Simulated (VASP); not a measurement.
# FeGe (P6/mmm) in VASP: further runs

FeGe is run at these levels: PBEsol; tasks: single point, relaxation of cell and atoms.

Everything below comes from runs of VASP 6.6.1. Logs are shortened: lines on timing, memory, paths and dates and some standing lists are left out, and cuts for length are marked.

### Step 1. The cell of the first run

The structure is hexagonal, space group P6/mmm (No. 191). Conventional cell: a = 4.998 Å, b = 4.998 Å, c = 4.116 Å, α = 90.00°, β = 90.00°, γ = 120.00°. Ge (site symmetry -6m2) has 6 Fe at 2.51 Å and 3 Ge at 2.89 Å within 3.3 Å. Within 3.3 Å of Ge (site symmetry 6/mmm) lie 6 Fe at 2.50 Å. Within 3.3 Å of Fe (site symmetry mmm) lie 6 Ge at 2.50 to 2.51 Å and 4 Fe at 2.50 Å.

### Step 2. Single point, PBEsol, collinear spin, ferromagnetic start

Input file INCAR:

```
SYSTEM = FeGe
ALGO = Normal
EDIFF = 1E-7
ENCUT = 520
GGA = PS
ISIF = 2
ISMEAR = -1
ISPIN = 2
LASPH = .True.
LCHARG = .False.
LMAXMIX = 4
LORBIT = 11
LREAL = .False.
LWAVE = .False.
MAGMOM = 0 0 0 3.53 1.41 0.35
NBANDS = 46
NELM = 150
PREC = Accurate
SIGMA = 0.05
```

Input file KPOINTS:

```
k-points
0
Gamma
  6 6 7
  0 0 0
```

Input file POSCAR:

```
FeGe
1.0
    4.9976023358      0.0000000000      0.0000000000
   -2.4988011679      4.3280505808      0.0000000000
    0.0000000000      0.0000000000      4.1157613500
Ge Fe
3 3
Direct
    0.6666666667      0.3333333333      0.5000000000
    0.3333333333      0.6666666667      0.5000000000
    0.0000000000      0.0000000000      0.0000000000
    0.0000000000      0.5000000000      0.0000000000
    0.5000000000      0.5000000000      0.0000000000
    0.5000000000      0.0000000000      0.0000000000
```

Potentials or basis: VASP PAW PBE potentials, release 64 (Ge_d, Fe).

Started as:

```sh
$ cat potpaw_PBE.64/Ge_d/POTCAR potpaw_PBE.64/Fe/POTCAR > POTCAR
$ mpirun -np 1 vasp_std > vasp.out
```

OUTCAR:

```text
SYSTEM = FeGe
   EDIFF = 1E-7
   ENCUT = 520
   GGA = PS
   ISIF = 2
   ISMEAR = -1
   ISPIN = 2
   LASPH = .True.
   LORBIT = 11
   LREAL = .False.
   NELM = 150
   PREC = Accurate

 ion  position               nearest neighbor table
   1  0.667  0.333  0.500-   6 2.51   6 2.51   4 2.51   4 2.51   5 2.51   5 2.51   2 2.89   2 2.89
                             2 2.89
   2  0.333  0.667  0.500-   6 2.51   6 2.51   4 2.51   4 2.51   5 2.51   5 2.51   1 2.89   1 2.89
                             1 2.89
   3  0.000  0.000  0.000-   4 2.50   5 2.50   4 2.50   5 2.50   6 2.50   6 2.50
   4  0.000  0.500  0.000-   3 2.50   6 2.50   3 2.50   6 2.50   5 2.50   5 2.50   2 2.51   2 2.51
                             1 2.51   1 2.51
   5  0.500  0.500  0.000-   3 2.50   6 2.50   6 2.50   3 2.50   4 2.50   4 2.50   2 2.51   2 2.51
                             1 2.51   1 2.51
   6  0.500  0.000  0.000-   4 2.50   5 2.50   5 2.50   4 2.50   3 2.50   3 2.50   2 2.51   2 2.51
                             1 2.51   1 2.51

  LATTYP: Found a hexagonal cell.
 ALAT       =     4.9976023358
 C/A-ratio  =     0.8235471879

  Lattice vectors:

 A1 = (   4.9976023358,   0.0000000000,   0.0000000000)
 A2 = (  -2.4988011679,   4.3280505808,   0.0000000000)
 A3 = (   0.0000000000,   0.0000000000,   4.1157613500)

Analysis of symmetry for initial positions (statically):
=====================================================================
 Subroutine PRICEL returns:
 Original cell was already a primitive cell.

 Routine SETGRP: Setting up the symmetry group for a
 hexagonal supercell.

 Subroutine GETGRP returns: Found 24 space group operations
 (whereof 24 operations were pure point group operations)
 out of a pool of 24 trial point group operations.

The static configuration has the point symmetry D_6h.

Analysis of symmetry for dynamics (positions and initial velocities):
=====================================================================
 Subroutine PRICEL returns:
 Original cell was already a primitive cell.

 Routine SETGRP: Setting up the symmetry group for a
 hexagonal supercell.

 Subroutine GETGRP returns: Found 24 space group operations
 (whereof 24 operations were pure point group operations)
 out of a pool of 24 trial point group operations.

The dynamic configuration has the point symmetry D_6h.

Analysis of structural, dynamic, and magnetic symmetry:
=====================================================================
 Subroutine PRICEL returns:
 Original cell was already a primitive cell.

 Routine SETGRP: Setting up the symmetry group for a
 hexagonal supercell.

 Subroutine GETGRP returns: Found  4 space group operations
 (whereof  4 operations were pure point group operations)
 out of a pool of 24 trial point group operations.

The overall configuration has the point symmetry C_2h.

 Subroutine INISYM returns: Found  4 space group operations
 (whereof  4 operations are pure point group operations),
 and found     1 'primitive' translations

----------------------------------------------------------------------------------------

                                     Primitive cell

  volume of cell :      89.0234

  direct lattice vectors                    reciprocal lattice vectors
     4.997602336  0.000000000  0.000000000     0.200095953  0.115525452  0.000000000
    -2.498801168  4.328050581  0.000000000     0.000000000  0.231050904  0.000000000
     0.000000000  0.000000000  4.115761350     0.000000000  0.000000000  0.242968412

  length of vectors
     4.997602336  4.997602336  4.115761350     0.231050904  0.231050904  0.242968412

  position of ions in fractional coordinates (direct lattice)
     0.666666667  0.333333333  0.500000000
     0.333333333  0.666666667  0.500000000
     0.000000000  0.000000000  0.000000000
     0.000000000  0.500000000  0.000000000
     0.500000000  0.500000000  0.000000000
     0.500000000  0.000000000  0.000000000

  ion indices of the primitive-cell ions
   primitive index   ion index
                 1           1
                 2           2
                 3           3
                 4           4
                 5           5
                 6           6

[... 50 lines left out ...]
  0.000000  0.166667  0.142857      4.000000
 -0.166667  0.166667  0.142857      4.000000
 [... further k-points ...]
   k-points           NKPTS =     80   k-points in BZ     NKDIM =     80   number of bands    NBANDS=     46
   number of dos      NEDOS =    301   number of ions     NIONS =      6
   total plane-waves  NPLWV =  51200
   dimension x,y,z NGX =    40 NGY =   40 NGZ =   32
   dimension x,y,z NGXF=    80 NGYF=   80 NGZF=   64
   ions per type =               3   3
   NGX,Y,Z   is equivalent  to a cutoff of  13.31, 13.31, 12.93 a.u.
   NGXF,Y,Z  is equivalent  to a cutoff of  26.61, 26.61, 25.85 a.u.
 SYSTEM =  FeGe
   PREC   = accura    normal or accurate (medium, high low for compatibility)
   ISTART =      0    job   : 0-new  1-cont  2-samecut
   ICHARG =      2    charge: 1-file 2-atom 10-const
   ISPIN  =      2    spin polarized calculation?
   LNONCOLLINEAR =      F non collinear calculations
   LSORBIT =      F    spin-orbit coupling
   LASPH  =      T    aspherical Exc in radial PAW
   ENCUT  =  520.0 eV  38.22 Ry    6.18 a.u.   9.29  9.29  7.65*2*pi/ulx,y,z
   NELM   =    150;   NELMIN=  2; NELMDL= -5     # of ELM steps
   EDIFF  = 0.1E-06   stopping-criterion for ELM
   LREAL  =      F    real-space projection
   EDIFFG = 0.1E-05   stopping-criterion for IOM
   NSW    =      0    number of steps for IOM
   IBRION =     -1    ionic relax: 0-MD 1-quasi-New 2-CG
   NFREE  =      0    steps in history (QN), initial steepest desc. (CG)
   ISIF   =      2    stress and relaxation
   ISYM   =      2    0-nonsym 1-usesym 2-fastsym
   POTIM  = 0.5000    time-step for ionic-motion
   TEBEG  =    0.0;   TEEND  =   0.0 temperature during run
   PSTRESS=    0.0 pullay stress
   NELECT =      66.0000    total number of electrons
   NUPDOWN=      -1.0000    fix difference up-down
   EMIN   =  10.00;   EMAX   =-10.00  energy-range for DOS
   EFERMI =   0.00;   METHOD = LEGACY
   ISMEAR =    -1;   SIGMA  =   0.05  broadening in eV -4-tet -1-fermi 0-gaus
   EFERMI_NEDOS =   21; number of points for ismear=-14 and -15
   IALGO  =     38    algorithm
   IMIX   =      4    mixing-type and parameters
     AMIX     =   0.40;   BMIX     =  1.00
     AMIX_MAG =   1.60;   BMIX_MAG =  1.00
  volume/ion in A,a.u.               =      14.84       100.13
  Fermi-wavevector in a.u.,A,eV,Ry     =   1.481681  2.799971 29.869943  2.195379
  Thomas-Fermi vector in A             =   2.595561
   LORBIT       =     11    0 simple, 1 ext, 2 COOP (PROOUT), +10 PAW based schemes
   GGA     = PS    functional components
   LHFCALC =     F    Hartree Fock is set to
   AEXX    =    0.0000 exact exchange contribution
   IVDW    =     0    specifies the selected vdW correction
   LEPSILON=     F    determine dielectric tensor
   LRPA    =     F    only Hartree local field effects (RPA)
 spin polarized calculation
  energy-cutoff  :      520.00
  volume of cell :       89.02
 maximum number of plane-waves:      2427
 NGX is ok and might be reduce to    40
   NGX = 19   NGY = 19   NGZ = 15

 number of electron      65.9999997 magnetization       4.2565062

 Free energy of the ion-electron system (eV)
  ---------------------------------------------------
  ext. energy  EPLUGINS =         0.00000000
  ---------------------------------------------------
  free energy    TOTEN  =       -42.57808306 eV

  energy without entropy =      -42.53916132  energy(sigma->0) =      -42.55862219

 E-fermi :   6.5638     XC(G=0): -12.0852

 val. band max:        6.5509479034   @ k =   0.1667   0.3333  -0.4286
 cond. band min:       6.5688120273   @ k =   0.0000   0.3333   0.2857
 fundamental gap:      0.0178641239
 Fermi energy:         6.5638216223

 spin component 1

 k-point     1 :       0.0000    0.0000    0.0000
  band No.  band energies     occupation
      1     -18.3195      1.00000
      2     -18.2452      1.00000
      3     -18.2452      1.00000
      4     -18.1502      1.00000
      5     -18.1502      1.00000
      6     -18.1199      1.00000
[... 1141 lines left out ...]
     44      12.9312      0.00000
     45      13.3288      0.00000

 [... further k-points ...]

 spin component 2

 k-point     1 :       0.0000    0.0000    0.0000
  band No.  band energies     occupation
      1     -18.3290      1.00000
      2     -18.2603      1.00000
      3     -18.2603      1.00000
      4     -18.1584      1.00000
      5     -18.1584      1.00000
      6     -18.1387      1.00000
[... 1141 lines left out ...]
     44      13.2219      0.00000
     45      13.6064      0.00000

 [... further k-points ...]

 [bands above 45 left out]

------------------------ aborting loop because EDIFF is reached ----------------------------------------

  FORCE on cell =-STRESS in cart. coord.  units (eV):
  Direction    XX          YY          ZZ          XY          YZ          ZX
  --------------------------------------------------------------------------------------
  -------------------------------------------------------------------------------------
  Total       -5.4447550     -5.4439575     -5.8497101     -0.0002475      0.0000000      0.0000000
  in kB      -97.9906680    -97.9763145   -105.2787496     -0.0044539      0.0000000      0.0000000
  external PRESSURE =    -100.4152440 kB  Pullay stress =       0.0000000 kB

 VOLUME and BASIS-vectors are now :
 -----------------------------------------------------------------------------
  energy-cutoff  :      520.00
  volume of cell :       89.02
      direct lattice vectors                 reciprocal lattice vectors
     4.997602336  0.000000000  0.000000000     0.200095953  0.115525452  0.000000000
    -2.498801168  4.328050581  0.000000000     0.000000000  0.231050904  0.000000000
     0.000000000  0.000000000  4.115761350     0.000000000  0.000000000  0.242968412

 POSITION                                       TOTAL-FORCE (eV/Angst)
 -----------------------------------------------------------------------------------
      2.49880      1.44268      2.05788         0.000023      0.000024     -0.000000
     -0.00000      2.88537      2.05788        -0.000023     -0.000024      0.000000
      0.00000      0.00000      0.00000        -0.000000      0.000000      0.000000
     -1.24940      2.16403      0.00000         0.000000      0.000000      0.000000
      1.24940      2.16403      0.00000         0.000000      0.000000      0.000000
      2.49880      0.00000      0.00000         0.000000      0.000000      0.000000
 -----------------------------------------------------------------------------------
    total drift:                               -0.000000      0.000000     -0.000000

  FREE ENERGIE OF THE ION-ELECTRON SYSTEM (eV)
  ---------------------------------------------------
  free  energy   TOTEN  =       -42.5780830606 eV

  energy  without entropy=      -42.5391613155  energy(sigma->0) =      -42.55862219

 total charge

# of ion       s       p       d       tot
------------------------------------------
    1        1.122   1.160  10.073  12.355
    2        1.122   1.160  10.073  12.355
    3        1.146   1.118  10.053  12.317
    4        0.429   0.545   6.395   7.369
    5        0.429   0.545   6.395   7.369
    6        0.429   0.545   6.395   7.369
--------------------------------------------------
tot          4.677   5.073  49.383  59.134

 magnetization (x)

# of ion       s       p       d       tot
------------------------------------------
    1       -0.007  -0.049   0.000  -0.056
    2       -0.007  -0.049   0.000  -0.056
    3       -0.002  -0.092   0.006  -0.088
    4        0.004   0.001   1.492   1.497
    5        0.004   0.001   1.492   1.497
    6        0.004   0.001   1.492   1.497
--------------------------------------------------
tot         -0.004  -0.186   4.481   4.291
```

Run time: 16 min. Hardware: 1 thread of Oxide Virtual Turin-like, shared host; peak memory 0.54 GiB.

Results:

| Property | Result |
| --- | --- |
| Free energy | -42.5781 eV |
| Pressure | -10.0 GPa |
| Net moment | 4.26 μB per cell |
| Site moments | Ge -0.06, -0.09 (each value once); Fe +1.50 μB |
| Valence electrons inside the program's atomic spheres | Ge 12.36, 12.32 (each value once); Fe 7.37 |

Levels at points of the mesh, in eV from the Fermi level:
Spin up:
| k point | band 32 | band 33 | band 34 | band 35 | band 36 | band 37 | band 38 | band 39 |
| --- | --- | --- | --- | --- | --- | --- | --- | --- |
| (0.00, 0.00, 0.00) | -1.26 | -1.21 | -1.21 | -0.25 | 0.18 | 1.20 | 1.20 | 2.73 |
| (0.50, 0.00, 0.00) | -1.30 | -1.22 | 0.43 | 0.45 | 0.89 | 1.38 | 1.66 | 2.90 |
| (0.00, 0.50, 0.00) | -1.30 | -1.22 | 0.43 | 0.45 | 0.89 | 1.38 | 1.66 | 2.90 |
| (0.50, 0.50, 0.00) | -1.30 | -1.22 | 0.43 | 0.45 | 0.89 | 1.38 | 1.66 | 2.90 |
Spin down:
```tsv
k point	band 28	band 29	band 30	band 31	band 32	band 33	band 34	band 35
(0.00, 0.00, 0.00)	-1.40	-1.40	0.25	0.25	0.40	0.52	0.52	0.97
(0.50, 0.00, 0.00)	-1.54	-0.76	-0.38	-0.33	0.22	0.49	1.39	1.44
(0.00, 0.50, 0.00)	-1.54	-0.76	-0.38	-0.33	0.22	0.49	1.39	1.44
(0.50, 0.50, 0.00)	-1.54	-0.76	-0.38	-0.33	0.22	0.49	1.39	1.44
```

Caveat: the cell stands under tension; the PAW data sets were made with another functional, which shifts forces and pressure a little.

### Step 3. Relaxation of cell and atoms, PBEsol, collinear spin, ferromagnetic start, target pressure 20 GPa, at which the enthalpy is minimised

Input file INCAR:

```
SYSTEM = FeGe
PREC = Accurate
ENCUT = 600
EDIFF = 1E-7
ISMEAR = -1
SIGMA = 0.05
LREAL = .False.
LASPH = .True.
NELM = 150
ALGO = Normal
ISIF = 3
LWAVE = .False.
LCHARG = .False.
ISPIN = 2
MAGMOM = 0 0 0 3 3 3
LORBIT = 11
LMAXMIX = 4
GGA = PS
IBRION = 2
NSW = 60
EDIFFG = -0.01
PSTRESS = 200.0
```

Input file KPOINTS:

```
Automatic mesh
0
Gamma
  6 6 7
  0 0 0
```

POSCAR is that of step 2.

Potentials or basis: VASP PAW PBE potentials, release 64 (Ge_d, Fe).

Started as:

```sh
$ cat potpaw_PBE.64/Ge_d/POTCAR potpaw_PBE.64/Fe/POTCAR > POTCAR
$ mpirun -np 1 vasp_std > vasp.out
```

Run time: 44 min. Hardware: 1 thread of Oxide Virtual Turin-like, shared host; peak memory 0.37 GiB.

The run converged. Its results:

| Property | Result |
| --- | --- |
| Free energy | -42.3540 eV |
| Relaxed volume | 12.53 Å³/atom |
| Relaxed cell | a = 4.772 Å, b = 4.772 Å, c = 3.813 Å, α = 90.00°, β = 90.00°, γ = 120.00° |
| Space group after relaxing (to 0.1 Å) | P6/mmm (No. 191) |
| Energy change on relaxing (the run minimises the enthalpy) | +37.3 meV/atom |
| Ionic steps | 8 |
| Pressure after relaxing | 20.0 GPa |
| Net moment | 3.21 μB per cell |
| Site moments | Ge -0.05, -0.06 (each value once); Fe +1.12 μB |
| Valence electrons inside the program's atomic spheres | Ge 12.61, 12.48 (each value once); Fe 7.81 |

The path:
| step | energy change (eV) | largest force (eV/Å) | pressure (GPa) | volume (Å³) |
| --- | --- | --- | --- | --- |
| 1 | 0.0000 | 0.0000 | -10.07 | 89.02 |
| 2 | 7.8488 | 0.0000 | 144.58 | 57.75 |
| 3 | 0.1091 | 0.0000 | 16.78 | 76.44 |
| 4 | 0.1853 | 0.0000 | 19.03 | 75.76 |
| 5 | 0.2216 | 0.0000 | 20.01 | 75.46 |
| 6 | 0.2185 | 0.0000 | 19.94 | 75.24 |
| 7 | 0.2248 | 0.0000 | 20.03 | 75.18 |
| 8 | 0.2236 | 0.0000 | 20.00 | 75.19 |

Final structure:
```yaml
crystal:
  lattice:
    - [4.77165, 0.00000, 0.00000]
    - [-2.38583, 4.13237, 0.00000]
    - [0.00000, 0.00000, 3.81334]
  atoms:
    - { symbol: Ge, position: [0.66667, 0.33333, 0.50000] }
    - { symbol: Ge, position: [0.33333, 0.66667, 0.50000] }
    - { symbol: Ge, position: [0.00000, 0.00000, 0.00000] }
    - { symbol: Fe, position: [0.00000, 0.50000, 0.00000] }
    - { symbol: Fe, position: [0.50000, 0.50000, 0.00000] }
    - { symbol: Fe, position: [0.50000, 0.00000, 0.00000] }
```

Levels at points of the mesh, in eV from the Fermi level:
Spin up:
```tsv
k point	band 32	band 33	band 34	band 35	band 36	band 37
(0.00, 0.00, 0.00)	-0.99	-0.93	-0.93	0.47	0.73	1.96
(0.50, 0.00, 0.00)	-1.08	-0.94	0.98	1.09	1.60	2.04
```
Spin down:
```csv
k point,band 29,band 30,band 31,band 32,band 33,band 34
"(0.00, 0.00, 0.00)",-1.92,0.15,0.15,0.26,0.34,0.34
"(0.50, 0.00, 0.00)",-1.12,-0.71,-0.48,0.14,0.33,1.77
```

Caveat: the cell is relaxed towards a set pressure, so the run minimises the enthalpy, not the energy; the volume moved by over 15 % at a fixed basis, so the end points are rough; the PAW data sets were made with another functional, which shifts forces and pressure a little.
